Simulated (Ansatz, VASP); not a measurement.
# Two plane-wave programs on Ga3Sb2P

```
CELL_PARAMETERS angstrom
-2.08850 6.25817 2.94632
2.08850 -6.25817 2.94632
2.08850 6.25817 -2.94632
ATOMIC_POSITIONS crystal
P 0.00130 0.00130 0.00000
Ga 0.21811 0.71811 0.50000
Ga 0.61323 0.76648 0.84675
Ga 0.91974 0.76648 0.15325
Sb 0.33370 0.99881 0.33489
Sb 0.66392 0.99881 0.66511
```

Alike in both runs: task single point; functional PBE; k mesh 8 × 8 × 8; occupations fermi-dirac, width 0.02 eV; no spin polarisation.

|  | VASP | Ansatz |
| --- | --- | --- |
| version | VASP 6.6.1 | Ansatz 0.2.0 |
| potentials or method | VASP PAW PBE potentials, release 64 (P, Ga_d, Sb) | plane waves, PAW |
| plane-wave cutoff (eV) | 520 | 420 |
| valence electrons in the cell | 54 | 74 |

|  | VASP | Ansatz | Ansatz less VASP |
| --- | --- | --- | --- |
| pressure (GPa) | 2.1 | 2.1 | -0.06 |
| rms of the force components (eV/Å) | 0.025 | 0.023 | -0.0024 |

With one functional, cell and mesh, what is left measures potentials, basis and numerics. VASP's potentials hold 54 valence electrons a cell and Ansatz's 74, so a difference there can come from the potentials and not from the codes.

Spin-orbit coupling is off throughout.
